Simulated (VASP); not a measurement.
# AgI (F-43m) in VASP: notebook

Runs on AgI. Level: PBEsol. Tasks: relaxation of cell and atoms.

All numbers are computed with VASP 6.6.1; they aren't measurements. Logs are shortened: lines on timing, memory, paths and dates and some standing lists are left out, and cuts for length are marked.

### Step 1. The cell of the first run

Symmetry: F-43m, No. 216, cubic system. Conventional cell: a = 6.450 Å, b = 6.450 Å, c = 6.450 Å, α = 90.00°, β = 90.00°, γ = 90.00°. Ag (site symmetry -43m) has 4 I at 2.79 Å within 3.7 Å. Within 3.7 Å of I (site symmetry -43m) lie 4 Ag at 2.79 Å.

### Step 2. Relaxation of cell and atoms, PBEsol, target pressure 10 GPa, at which the enthalpy is minimised

INCAR

```
PREC = Accurate
ENCUT = 500
EDIFF = 1E-7
ISMEAR = 0
SIGMA = 0.01
LREAL = False
LASPH = True
NELM = 120
ALGO = Normal
ISIF = 3
LWAVE = False
LCHARG = False
GGA = PS
IBRION = 2
NSW = 100
EDIFFG = -0.002
PSTRESS = 100.0
GGA_COMPAT = False
NELMIN = 4
```

KPOINTS

```
regular mesh
0
Gamma
  8 8 8
```

POSCAR

```
AgI
1.0
    0.0000000000      3.2250374338      3.2250374338
    3.2250374338      0.0000000000      3.2250374338
    3.2250374338      3.2250374338      0.0000000000
Ag I
1 1
Direct
    0.0000000000      0.0000000000      0.0000000000
    0.7500000000      0.7500000000      0.7500000000
```

Potentials or basis: VASP PAW PBE potentials, release 64 (Ag, I).

Started as:

```console
cat potpaw_PBE.64/Ag/POTCAR potpaw_PBE.64/I/POTCAR > POTCAR
mpirun -np 1 vasp_std > vasp.out
```

OUTCAR:

```text
PREC = Accurate
   ENCUT = 500
   EDIFF = 1E-7
   ISMEAR = 0
   LREAL = False
   LASPH = True
   NELM = 120
   ISIF = 3
   GGA = PS
   IBRION = 2
   NSW = 100
   EDIFFG = -0.002
   PSTRESS = 100.0
   NELMIN = 4

 ion  position               nearest neighbor table
   1  0.000  0.000  0.000-   2 2.79   2 2.79   2 2.79   2 2.79
   2  0.750  0.750  0.750-   1 2.79   1 2.79   1 2.79   1 2.79

  LATTYP: Found a face centered cubic cell.
 ALAT       =     6.4500748676

  Lattice vectors:

 A1 = (   0.0000000000,   3.2250374338,   3.2250374338)
 A2 = (   3.2250374338,   0.0000000000,   3.2250374338)
 A3 = (   3.2250374338,   3.2250374338,   0.0000000000)

Analysis of symmetry for initial positions (statically):
=====================================================================
 Subroutine PRICEL returns:
 Original cell was already a primitive cell.

 Routine SETGRP: Setting up the symmetry group for a
 face centered cubic supercell.

 Subroutine GETGRP returns: Found 24 space group operations
 (whereof 24 operations were pure point group operations)
 out of a pool of 48 trial point group operations.

The static configuration has the point symmetry T_d .

Analysis of symmetry for dynamics (positions and initial velocities):
=====================================================================
 Subroutine PRICEL returns:
 Original cell was already a primitive cell.

 Routine SETGRP: Setting up the symmetry group for a
 face centered cubic supercell.

 Subroutine GETGRP returns: Found 24 space group operations
 (whereof 24 operations were pure point group operations)
 out of a pool of 48 trial point group operations.

The dynamic configuration has the point symmetry T_d .

 Subroutine INISYM returns: Found 24 space group operations
 (whereof 24 operations are pure point group operations),
 and found     1 'primitive' translations

----------------------------------------------------------------------------------------

                                     Primitive cell

  volume of cell :      67.0864

  direct lattice vectors                    reciprocal lattice vectors
     0.000000000  3.225037434  3.225037434    -0.155036960  0.155036960  0.155036960
     3.225037434  0.000000000  3.225037434     0.155036960 -0.155036960  0.155036960
     3.225037434  3.225037434  0.000000000     0.155036960  0.155036960 -0.155036960

  length of vectors
     4.560891678  4.560891678  4.560891678     0.268531892  0.268531892  0.268531892

  position of ions in fractional coordinates (direct lattice)
     0.000000000  0.000000000  0.000000000
     0.750000000  0.750000000  0.750000000

  ion indices of the primitive-cell ions
   primitive index   ion index
                 1           1
                 2           2

----------------------------------------------------------------------------------------

 KPOINTS: regular mesh

Automatic generation of k-mesh.
 Grid dimensions read from file:
 generate k-points for:    8    8    8

 Generating k-lattice:

  Cartesian coordinates                     Fractional coordinates (reciprocal lattice)
    -0.019379620  0.019379620  0.019379620     0.125000000  0.000000000  0.000000000
     0.019379620 -0.019379620  0.019379620     0.000000000  0.125000000  0.000000000
     0.019379620  0.019379620 -0.019379620     0.000000000  0.000000000  0.125000000

  Length of vectors
     0.033566486  0.033566486  0.033566486

  Shift w.r.t. Gamma in fractional coordinates (k-lattice)
     0.000000000  0.000000000  0.000000000

 Subroutine IBZKPT returns following result:
 ===========================================

 Found     29 irreducible k-points:

 Following reciprocal coordinates:
            Coordinates               Weight
  0.000000  0.000000  0.000000      1.000000
  0.125000  0.000000  0.000000      8.000000
  0.250000  0.000000  0.000000      8.000000
  0.375000  0.000000  0.000000      8.000000
  0.500000  0.000000  0.000000      4.000000
  0.125000  0.125000  0.000000      6.000000
[... 16 lines left out ...]
  0.500000  0.250000  0.125000     48.000000
 -0.375000  0.250000  0.125000     24.000000
 [... further k-points ...]
   k-points           NKPTS =     29   k-points in BZ     NKDIM =     29   number of bands    NBANDS=     13
   number of dos      NEDOS =    301   number of ions     NIONS =      2
   total plane-waves  NPLWV =  46656
   dimension x,y,z NGX =    36 NGY =   36 NGZ =   36
   dimension x,y,z NGXF=    72 NGYF=   72 NGZF=   72
   ions per type =               1   1
   NGX,Y,Z   is equivalent  to a cutoff of  13.12, 13.12, 13.12 a.u.
   NGXF,Y,Z  is equivalent  to a cutoff of  26.24, 26.24, 26.24 a.u.
 SYSTEM =  unknown system
   PREC   = accura    normal or accurate (medium, high low for compatibility)
   ISTART =      0    job   : 0-new  1-cont  2-samecut
   ICHARG =      2    charge: 1-file 2-atom 10-const
   ISPIN  =      1    spin polarized calculation?
   LNONCOLLINEAR =      F non collinear calculations
   LSORBIT =      F    spin-orbit coupling
   LASPH  =      T    aspherical Exc in radial PAW
   ENCUT  =  500.0 eV  36.75 Ry    6.06 a.u.   8.32  8.32  8.32*2*pi/ulx,y,z
   NELM   =    120;   NELMIN=  4; NELMDL= -5     # of ELM steps
   EDIFF  = 0.1E-06   stopping-criterion for ELM
   LREAL  =      F    real-space projection
   EDIFFG = -.2E-02   stopping-criterion for IOM
   NSW    =    100    number of steps for IOM
   IBRION =      2    ionic relax: 0-MD 1-quasi-New 2-CG
   NFREE  =      1    steps in history (QN), initial steepest desc. (CG)
   ISIF   =      3    stress and relaxation
   ISYM   =      2    0-nonsym 1-usesym 2-fastsym
   POTIM  = 0.5000    time-step for ionic-motion
   TEBEG  =    0.0;   TEEND  =   0.0 temperature during run
   PSTRESS=  100.0 pullay stress
   NELECT =      18.0000    total number of electrons
   NUPDOWN=      -1.0000    fix difference up-down
   EMIN   =  10.00;   EMAX   =-10.00  energy-range for DOS
   EFERMI =   0.00;   METHOD = LEGACY
   ISMEAR =     0;   SIGMA  =   0.01  broadening in eV -4-tet -1-fermi 0-gaus
   EFERMI_NEDOS =   21; number of points for ismear=-14 and -15
   IALGO  =     38    algorithm
   IMIX   =      4    mixing-type and parameters
     AMIX     =   0.40;   BMIX     =  1.00
     AMIX_MAG =   1.60;   BMIX_MAG =  1.00
  volume/ion in A,a.u.               =      33.54       226.36
  Fermi-wavevector in a.u.,A,eV,Ry     =   1.055895  1.995353 15.169341  1.114915
  Thomas-Fermi vector in A             =   2.191111
   LORBIT       =      0    0 simple, 1 ext, 2 COOP (PROOUT), +10 PAW based schemes
   GGA     = PS    functional components
   LHFCALC =     F    Hartree Fock is set to
   AEXX    =    0.0000 exact exchange contribution
   IVDW    =     0    specifies the selected vdW correction
   LEPSILON=     F    determine dielectric tensor
   LRPA    =     F    only Hartree local field effects (RPA)
 conjugate gradient relaxation of ions
 non-spin polarized calculation
 Gauss-broadening in eV      SIGMA  =   0.01
  energy-cutoff  :      500.00
  volume of cell :       67.09
 maximum number of plane-waves:      1727
 NGX is ok and might be reduce to    36
   NGX = 17   NGY = 17   NGZ = 17

--------------------------------------- Ionic step        1  -------------------------------------------

 number of electron      17.9999998 magnetization

 Free energy of the ion-electron system (eV)
  ---------------------------------------------------
  ext. energy  EPLUGINS =         0.00000000
  ---------------------------------------------------
  free energy    TOTEN  =        -5.45484128 eV

  energy without entropy =       -5.45484128  energy(sigma->0) =       -5.45484128

 E-fermi :   3.3300     XC(G=0):  -8.7330

 val. band max:        3.2392737869   @ k =   0.0000   0.0000   0.0000
 cond. band min:       4.4398214759   @ k =   0.0000   0.0000   0.0000
 fundamental gap:      1.2005476890
 Fermi energy:         3.3299681610

 k-point     1 :       0.0000    0.0000    0.0000
  band No.  band energies     occupation
      1      -9.7260      2.00000
      2      -1.1262      2.00000
      3      -1.1262      2.00000
      4      -1.1262      2.00000
      5       0.0620      2.00000
      6       0.0620      2.00000
      7       3.2393      2.00000
      8       3.2393      2.00000
      9       3.2393      2.00000
     10       4.4398      0.00000
     11       8.8721      0.00000
     12       8.8721      0.00000
     13       8.8721      0.00000
[... 980 lines left out ...]
  FREE ENERGIE OF THE ION-ELECTRON SYSTEM (eV)
  ---------------------------------------------------
  free  energy   TOTEN  =        -5.1807091756 eV

  energy  without entropy=       -5.1807091756  energy(sigma->0) =       -5.18070918

  enthalpy is  TOTEN    =        -1.6767511802 eV   P V=        3.5039579953

--------------------------------------- Ionic step        7  -------------------------------------------

 number of electron      18.0000001 magnetization

 Free energy of the ion-electron system (eV)
  ---------------------------------------------------
  ext. energy  EPLUGINS =         0.00000000
  ---------------------------------------------------
  free energy    TOTEN  =        -5.17041600 eV

  energy without entropy =       -5.17041600  energy(sigma->0) =       -5.17041600

 E-fermi :   5.5938     XC(G=0):  -9.6070

 val. band max:        5.5398029771   @ k =   0.0000   0.0000   0.0000
 cond. band min:       6.7476164962   @ k =   0.0000   0.0000   0.0000
 fundamental gap:      1.2078135191
 Fermi energy:         5.5938488553

 k-point     1 :       0.0000    0.0000    0.0000
  band No.  band energies     occupation
      1      -8.6197      2.00000
      2      -0.1191      2.00000
      3      -0.1191      2.00000
      4      -0.1191      2.00000
      5       1.3662      2.00000
      6       1.3662      2.00000
      7       5.5398      2.00000
      8       5.5398      2.00000
      9       5.5398      2.00000
     10       6.7476      0.00000
     11      10.7923      0.00000
     12      10.7923      0.00000
     13      10.7923      0.00000
[... 390 lines left out ...]
 POSITION                                       TOTAL-FORCE (eV/Angst)
 -----------------------------------------------------------------------------------
      0.00000      0.00000      0.00000        -0.000000     -0.000000     -0.000000
      4.55414      4.55414      4.55414         0.000000      0.000000      0.000000
 -----------------------------------------------------------------------------------
    total drift:                                0.000000      0.000000      0.000000

  FREE ENERGIE OF THE ION-ELECTRON SYSTEM (eV)
  ---------------------------------------------------
  free  energy   TOTEN  =        -5.1704159968 eV

  energy  without entropy=       -5.1704159968  energy(sigma->0) =       -5.17041600

  enthalpy is  TOTEN    =        -1.6768835041 eV   P V=        3.4935324927

 reached required accuracy - stopping structural energy minimisation
```

Run time: 84 s. Hardware: 1 thread of AMD EPYC 9R45 (Zen 5), shared host; peak memory 0.19 GiB.

Results:

```
Free energy                                            : -5.1704 eV
Relaxed volume                                         : 27.99 Å³/atom
Relaxed cell                                           : a = 4.294 Å, b = 4.294 Å, c = 4.294 Å, α = 60.00°, β = 60.00°, γ = 60.00°
Space group after relaxing (to 0.05 Å)                 : F-43m (No. 216)
Energy change on relaxing (the enthalpy is what falls) : +142.2 meV/atom
Ionic steps                                            : 7
Pressure after relaxing                                : 10.0 GPa
Band gap on the k mesh                                 : 1.21 eV, direct
```

The path:
```csv
step,energy change (eV),largest force (eV/Å),pressure (GPa),volume (Å³)
1,0.0000,0.0000,-0.03,67.09
2,1.0541,0.0000,25.80,48.69
3,0.2713,0.0000,9.69,56.19
4,0.2839,0.0000,9.97,55.98
5,0.2971,0.0000,10.28,55.77
6,0.2741,0.0000,9.74,56.14
7,0.2844,0.0000,9.99,55.97
```

Final structure:
```xyz
2
Lattice="0.0000 3.0361 3.0361 3.0361 0.0000 3.0361 3.0361 3.0361 0.0000" Properties=species:S:1:pos:R:3 pbc="T T T"
Ag    0.0000    0.0000    0.0000
I     4.5541    4.5541    4.5541
```

Caveat: the cell is relaxed towards a set pressure, so the enthalpy falls and the energy may rise; the volume moved by over 15 % at a fixed basis, so the end points are rough; the PAW data sets were made with another functional, which shifts forces and pressure a little; spin-orbit coupling is left out, which moves the levels of the heavy elements.

### Step 3. Relaxation of cell and atoms, PBEsol, target pressure 15 GPa, at which the enthalpy is minimised

INCAR

```
  ALGO = Normal
  EDIFF = 1E-7
  EDIFFG = -0.002
  ENCUT = 500
  GGA = PS
  GGA_COMPAT = F
  IBRION = 2
  ISIF = 3
  ISMEAR = 0
  LASPH = T
  LCHARG = F
  LREAL = F
  LWAVE = F
  NELM = 120
  NELMIN = 4
  NSW = 100
  PREC = Accurate
  PSTRESS = 150.0
  SIGMA = 0.01
```

KPOINTS

```
k-points
0
Gamma
  8 8 8
```

POSCAR is that of step 2.

Potentials or basis: VASP PAW PBE potentials, release 64 (Ag, I).

Started as:

```console
cat potpaw_PBE.64/Ag/POTCAR potpaw_PBE.64/I/POTCAR > POTCAR
mpirun -np 1 vasp_std > vasp.out
```

Wall time 83 s (1 thread of AMD EPYC 9R45 (Zen 5), shared host); peak memory 0.19 GiB.

It converged, with:

```yaml
Free_energy: -4.9445 eV
Relaxed_volume: 26.52 Å³/atom
Relaxed_cell: a = 4.218 Å, b = 4.218 Å, c = 4.218 Å, α = 60.00°, β = 60.00°, γ = 60.00°
Space_group_after_relaxing_to_0.05_Å: F-43m (No. 216)
Energy_change_on_relaxing_the_enthalpy_is_what_falls: +255.2 meV/atom
Ionic_steps: 7
Pressure_after_relaxing: 15.0 GPa
Band_gap_on_the_k_mesh: 1.22 eV, direct
```

The path:
```
step  energy change (eV)  largest force (eV/Å)  pressure (GPa)  volume (Å³)
   1              0.0000                0.0000           -0.03        67.09
   2              3.0763                0.0000           62.92        40.94
   3              0.4455                0.0000           13.62        53.78
   4              0.4903                0.0000           14.58        53.27
   5              0.5139                0.0000           15.06        53.01
   6              0.5070                0.0000           14.94        53.08
   7              0.5103                0.0000           15.00        53.05
```

Final structure:
```
Ag I
1.0
     0.00000    2.98227    2.98227
     2.98227    0.00000    2.98227
     2.98227    2.98227    0.00000
Ag I
1 1
Direct
  0.00000 0.00000 0.00000
  0.75000 0.75000 0.75000
```

Levels at points of the mesh, in eV from the valence-band top:
| k point | band 5 | band 6 | band 7 | band 8 | band 9 | band 10 | band 11 | band 12 | band 13 |
| --- | --- | --- | --- | --- | --- | --- | --- | --- | --- |
| (0.00, 0.00, 0.00) | -4.53 | -4.53 | 0.00 | 0.00 | 0.00 | 1.22 | 5.12 | 5.12 | 5.12 |
| (0.50, 0.00, 0.00) | -4.48 | -4.48 | -4.26 | -1.19 | -1.19 | 2.44 | 5.74 | 5.74 | 7.23 |
| (0.50, 0.50, 0.00) | -4.39 | -4.35 | -3.84 | -2.86 | -2.86 | 2.72 | 3.43 | 9.47 | 10.48 |

Caveat: the cell is relaxed towards a set pressure, so the enthalpy falls and the energy may rise; the volume moved by over 15 % at a fixed basis, so the end points are rough; the PAW data sets were made with another functional, which shifts forces and pressure a little; spin-orbit coupling is left out, which moves the levels of the heavy elements.
